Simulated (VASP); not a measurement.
# Ca3B (I4/mmm) in VASP: further runs

The runs below take Ca3B through single point, with PBE.

Program: VASP 6.6.1. These are calculated values, not measurements. Logs are shortened: lines on timing, memory, paths and dates and some standing lists are left out, and cuts for length are marked.

### Step 1. The cell of the first run

Symmetry: I4/mmm, No. 139, tetragonal system. Conventional cell: a = 4.574 Å, b = 4.574 Å, c = 9.358 Å, α = 90.00°, β = 90.00°, γ = 90.00°. Within 4.3 Å of Ca (site symmetry 4/mmm) lie 4 B at 3.23 Å and 8 Ca at 3.27 Å. Ca (site symmetry -4m2) has 8 Ca at 3.23 to 3.27 Å and 4 B at 3.27 Å within 4.3 Å. Within 4.3 Å of B (site symmetry 4/mmm) lie 12 Ca at 3.23 to 3.27 Å.

### Step 2. Single point, PBE

Input file INCAR:

```
SYSTEM = Ca3B
PREC     = Accurate       ! precision mode
ENCUT    = 520            ! plane-wave cutoff, eV
EDIFF    = 1E-6           ! SCF threshold, eV
ISMEAR   = 0              ! smearing method
SIGMA    = 0.1            ! smearing width, eV
LREAL    = .FALSE.        ! projectors in reciprocal space
LASPH    = .TRUE.         ! aspherical terms in the spheres
NELM     = 100            ! most SCF steps
ALGO     = Fast           ! electronic algorithm
ISIF     = 2              ! what is computed and relaxed
LWAVE    = .FALSE.        ! write WAVECAR
LCHARG   = .TRUE.         ! write CHGCAR
GGA      = PE             ! functional
LELF     = .TRUE.         ! ELF
LVHAR    = .TRUE.       
NBANDS   = 24             ! bands
```

Input file KPOINTS:

```
Automatic mesh
0
G
  6 6 6
  0 0 0
```

Input file POSCAR:

```
Ca3B
1.0
   -2.2868442100      2.2868442100      4.6789719200
    2.2868442100     -2.2868442100      4.6789719200
    2.2868442100      2.2868442100     -4.6789719200
Ca B
3 1
Direct
    0.5000000000      0.5000000000      0.0000000000
    0.7500000000      0.2500000000      0.5000000000
    0.2500000000      0.7500000000      0.5000000000
    0.0000000000      0.0000000000      0.0000000000
```

Potentials or basis: VASP PAW PBE potentials, release 64 (Ca_sv, B).

Started as:

```sh
$ cat potpaw_PBE.64/Ca_sv/POTCAR potpaw_PBE.64/B/POTCAR > POTCAR
$ mpirun -np 1 vasp_std > vasp.out
```

OUTCAR:

```text
SYSTEM = Ca3B
   PREC = Accurate
   ENCUT = 520
   EDIFF = 1E-6
   ISMEAR = 0
   LREAL = .FALSE.
   LASPH = .TRUE.
   NELM = 100
   ISIF = 2
   GGA = PE

 ion  position               nearest neighbor table
   1  0.500  0.500  0.000-
   2  0.750  0.250  0.500-
   3  0.250  0.750  0.500-
   4  0.000  0.000  0.000-

  LATTYP: Found a body centered tetragonal cell.
 ALAT       =     4.5736884200
 C/A-ratio  =     2.0460387724

  Lattice vectors:

 A1 = (  -2.2868442100,   2.2868442100,   4.6789719200)
 A2 = (   2.2868442100,  -2.2868442100,   4.6789719200)
 A3 = (   2.2868442100,   2.2868442100,  -4.6789719200)

Analysis of symmetry for initial positions (statically):
=====================================================================
 Subroutine PRICEL returns:
 Original cell was already a primitive cell.

 Routine SETGRP: Setting up the symmetry group for a
 body centered tetragonal supercell.

 Subroutine GETGRP returns: Found 16 space group operations
 (whereof 16 operations were pure point group operations)
 out of a pool of 16 trial point group operations.

The static configuration has the point symmetry D_4h.

Analysis of symmetry for dynamics (positions and initial velocities):
=====================================================================
 Subroutine PRICEL returns:
 Original cell was already a primitive cell.

 Routine SETGRP: Setting up the symmetry group for a
 body centered tetragonal supercell.

 Subroutine GETGRP returns: Found 16 space group operations
 (whereof 16 operations were pure point group operations)
 out of a pool of 16 trial point group operations.

The dynamic configuration has the point symmetry D_4h.

 Subroutine INISYM returns: Found 16 space group operations
 (whereof 16 operations are pure point group operations),
 and found     1 'primitive' translations

----------------------------------------------------------------------------------------

                                     Primitive cell

  volume of cell :      97.8777

  direct lattice vectors                    reciprocal lattice vectors
    -2.286844210  2.286844210  4.678971920     0.000000000  0.218641916  0.106861082
     2.286844210 -2.286844210  4.678971920     0.218641916  0.000000000  0.106861082
     2.286844210  2.286844210 -4.678971920     0.218641916  0.218641916  0.000000000

  length of vectors
     5.687889864  5.687889864  5.687889864     0.243358949  0.243358949  0.309206363

  position of ions in fractional coordinates (direct lattice)
     0.500000000  0.500000000  0.000000000
     0.750000000  0.250000000  0.500000000
     0.250000000  0.750000000  0.500000000
     0.000000000  0.000000000  0.000000000

  ion indices of the primitive-cell ions
   primitive index   ion index
                 1           1
                 2           2
                 3           3
                 4           4

----------------------------------------------------------------------------------------

 KPOINTS: Automatic mesh

Automatic generation of k-mesh.
 Grid dimensions read from file:
 generate k-points for:    6    6    6

 Generating k-lattice:

  Cartesian coordinates                     Fractional coordinates (reciprocal lattice)
     0.000000000  0.036440319  0.017810180     0.166666667 -0.000000000  0.000000000
     0.036440319  0.000000000  0.017810180    -0.000000000  0.166666667  0.000000000
     0.036440319  0.036440319  0.000000000     0.000000000  0.000000000  0.166666667

  Length of vectors
     0.040559825  0.040559825  0.051534394

  Shift w.r.t. Gamma in fractional coordinates (k-lattice)
     0.000000000  0.000000000  0.000000000

 Subroutine IBZKPT returns following result:
 ===========================================

 Found     30 irreducible k-points:

 Following reciprocal coordinates:
            Coordinates               Weight
  0.000000  0.000000  0.000000      1.000000
  0.166667  0.000000 -0.000000      8.000000
  0.333333  0.000000 -0.000000      8.000000
  0.500000  0.000000 -0.000000      4.000000
  0.166667  0.166667  0.000000      8.000000
  0.333333  0.166667  0.000000     16.000000
[... 16 lines left out ...]
 -0.333333 -0.333333  0.166667      8.000000
 -0.166667 -0.333333  0.166667      8.000000
 [... further k-points ...]
   k-points           NKPTS =     30   k-points in BZ     NKDIM =     30   number of bands    NBANDS=     24
   number of dos      NEDOS =    301   number of ions     NIONS =      4
   total plane-waves  NPLWV =  74088
   dimension x,y,z NGX =    42 NGY =   42 NGZ =   42
   dimension x,y,z NGXF=    84 NGYF=   84 NGZF=   84
   ions per type =               3   1
   NGX,Y,Z   is equivalent  to a cutoff of  12.28, 12.28, 12.28 a.u.
   NGXF,Y,Z  is equivalent  to a cutoff of  24.55, 24.55, 24.55 a.u.
 SYSTEM =  Ca3B
   PREC   = accura    normal or accurate (medium, high low for compatibility)
   ISTART =      0    job   : 0-new  1-cont  2-samecut
   ICHARG =      2    charge: 1-file 2-atom 10-const
   ISPIN  =      1    spin polarized calculation?
   LNONCOLLINEAR =      F non collinear calculations
   LSORBIT =      F    spin-orbit coupling
   LASPH  =      T    aspherical Exc in radial PAW
   ENCUT  =  520.0 eV  38.22 Ry    6.18 a.u.  10.58 10.58 10.58*2*pi/ulx,y,z
   NELM   =    100;   NELMIN=  2; NELMDL= -5     # of ELM steps
   EDIFF  = 0.1E-05   stopping-criterion for ELM
   LREAL  =      F    real-space projection
   EDIFFG = 0.1E-04   stopping-criterion for IOM
   NSW    =      0    number of steps for IOM
   IBRION =     -1    ionic relax: 0-MD 1-quasi-New 2-CG
   NFREE  =      0    steps in history (QN), initial steepest desc. (CG)
   ISIF   =      2    stress and relaxation
   ISYM   =      2    0-nonsym 1-usesym 2-fastsym
   POTIM  = 0.5000    time-step for ionic-motion
   TEBEG  =    0.0;   TEEND  =   0.0 temperature during run
   PSTRESS=    0.0 pullay stress
   NELECT =      33.0000    total number of electrons
   NUPDOWN=      -1.0000    fix difference up-down
   EMIN   =  10.00;   EMAX   =-10.00  energy-range for DOS
   EFERMI =   0.00;   METHOD = LEGACY
   ISMEAR =     0;   SIGMA  =   0.10  broadening in eV -4-tet -1-fermi 0-gaus
   EFERMI_NEDOS =   21; number of points for ismear=-14 and -15
   IALGO  =     68    algorithm
   IMIX   =      4    mixing-type and parameters
     AMIX     =   0.40;   BMIX     =  1.00
     AMIX_MAG =   1.60;   BMIX_MAG =  1.00
  volume/ion in A,a.u.               =      24.47       165.13
  Fermi-wavevector in a.u.,A,eV,Ry     =   1.139423  2.153197 17.664234  1.298285
  Thomas-Fermi vector in A             =   2.276126
   LORBIT       =      0    0 simple, 1 ext, 2 COOP (PROOUT), +10 PAW based schemes
   GGA     = PE    functional components
   LHFCALC =     F    Hartree Fock is set to
   AEXX    =    0.0000 exact exchange contribution
   IVDW    =     0    specifies the selected vdW correction
   LEPSILON=     F    determine dielectric tensor
   LRPA    =     F    only Hartree local field effects (RPA)
 non-spin polarized calculation
 RMM-DIIS sequential band-by-band and
 Gauss-broadening in eV      SIGMA  =   0.10
  energy-cutoff  :      520.00
  volume of cell :       97.88
 maximum number of plane-waves:      2661
   NGX = 21   NGY = 21   NGZ = 21

 number of electron      32.9999997 magnetization

 Free energy of the ion-electron system (eV)
  ---------------------------------------------------
  ext. energy  EPLUGINS =         0.00000000
  ---------------------------------------------------
  free energy    TOTEN  =        -9.46272144 eV

  energy without entropy =       -9.43289357  energy(sigma->0) =       -9.44780750

 E-fermi :   3.3117     XC(G=0):  -9.1574

 val. band max:        3.3042205803   @ k =   0.5000   0.5000   0.1667
 cond. band min:       3.3220063818   @ k =  -0.3333   0.3333   0.0000
 fundamental gap:      0.0177858016
 Fermi energy:         3.3117021904

 k-point     1 :       0.0000    0.0000    0.0000
  band No.  band energies     occupation
      1     -37.9635      2.00000
      2     -37.8298      2.00000
      3     -37.8171      2.00000
      4     -19.2637      2.00000
      5     -19.1640      2.00000
      6     -19.1640      2.00000
[... 16 lines left out ...]
     23       5.3081      0.00000
     24       7.5923      0.00000

 k-point     2 :       0.1667    0.0000   -0.0000
  band No.  band energies     occupation
      1     -37.9532      2.00000
      2     -37.8365      2.00000
      3     -37.8206      2.00000
      4     -19.2688      2.00000
      5     -19.1437      2.00000
      6     -19.1233      2.00000
[... 16 lines left out ...]
     23       5.7980      0.00000
     24       7.0829      0.00000

 k-point     3 :       0.3333    0.0000   -0.0000
  band No.  band energies     occupation
      1     -37.9262      2.00000
      2     -37.8561      2.00000
      3     -37.8276      2.00000
      4     -19.2477      2.00000
      5     -19.0900      2.00000
      6     -19.0740      2.00000
[... 16 lines left out ...]
     23       6.4568      0.00000
     24       6.5135      0.00000

 k-point     4 :       0.5000    0.0000   -0.0000
  band No.  band energies     occupation
      1     -37.8993      2.00000
      2     -37.8795      2.00000
      3     -37.8309      2.00000
      4     -19.2238      2.00000
      5     -19.0439      2.00000
      6     -19.0430      2.00000
[... 16 lines left out ...]
     23       6.2495      0.00000
     24       6.6867      0.00000

 k-point     5 :       0.1667    0.1667    0.0000
  band No.  band energies     occupation
      1     -37.9409      2.00000
      2     -37.8421      2.00000
      3     -37.8270      2.00000
      4     -19.2782      2.00000
      5     -19.1423      2.00000
      6     -19.0823      2.00000
[... 451 lines left out ...]
 k-point    22 :      -0.1667    0.5000    0.1667
  band No.  band energies     occupation
      1     -37.9135      2.00000
      2     -37.8623      2.00000
      3     -37.8344      2.00000
      4     -19.1934      2.00000
      5     -19.1214      2.00000
      6     -19.1135      2.00000
[... 16 lines left out ...]
     23       6.2461      0.00000
     24       6.6190      0.00000

 k-point    23 :      -0.3333   -0.3333    0.1667
  band No.  band energies     occupation
      1     -37.9264      2.00000
      2     -37.8423      2.00000
      3     -37.8416      2.00000
      4     -19.2374      2.00000
      5     -19.1559      2.00000
      6     -19.1124      2.00000
[... 16 lines left out ...]
     23       6.2619      0.00000
     24       7.1849      0.00000

 k-point    24 :      -0.1667   -0.3333    0.1667
  band No.  band energies     occupation
      1     -37.9413      2.00000
      2     -37.8379      2.00000
      3     -37.8313      2.00000
      4     -19.2183      2.00000
      5     -19.1740      2.00000
      6     -19.1540      2.00000
[... 16 lines left out ...]
     23       6.2889      0.00000
     24       6.6732      0.00000

 [... further k-points ...]
[... 5 lines left out ...]
  --------------------------------------------------------------------------------------
  -------------------------------------------------------------------------------------
  Total        1.4433659      1.4433659      0.0541493      0.0000000      0.0000000      0.0000000
  in kB       23.6267203     23.6267203      0.8863801      0.0000000      0.0000000      0.0000000
  external PRESSURE =      16.0466069 kB  Pullay stress =       0.0000000 kB

 VOLUME and BASIS-vectors are now :
 -----------------------------------------------------------------------------
  energy-cutoff  :      520.00
  volume of cell :       97.88
      direct lattice vectors                 reciprocal lattice vectors
    -2.286844210  2.286844210  4.678971920     0.000000000  0.218641916  0.106861082
     2.286844210 -2.286844210  4.678971920     0.218641916  0.000000000  0.106861082
     2.286844210  2.286844210 -4.678971920     0.218641916  0.218641916  0.000000000

 POSITION                                       TOTAL-FORCE (eV/Angst)
 -----------------------------------------------------------------------------------
      0.00000      0.00000      4.67897         0.000000     -0.000000      0.000000
      0.00000      2.28684      2.33949         0.000000     -0.000000     -0.000000
      2.28684      0.00000      2.33949        -0.000000      0.000000     -0.000000
      0.00000      0.00000      0.00000         0.000000     -0.000000      0.000000
 -----------------------------------------------------------------------------------
    total drift:                               -0.000000      0.000000      0.000000

  FREE ENERGIE OF THE ION-ELECTRON SYSTEM (eV)
  ---------------------------------------------------
  free  energy   TOTEN  =        -9.4627214361 eV

  energy  without entropy=       -9.4328935713  energy(sigma->0) =       -9.44780750
```

Wall time 3.2 min (1 thread of Oxide Virtual Turin-like, shared host); peak memory 0.25 GiB.

Results:

```
Free energy : -9.4627 eV
Pressure    : 1.6 GPa
```

[end of part 1 of 2]
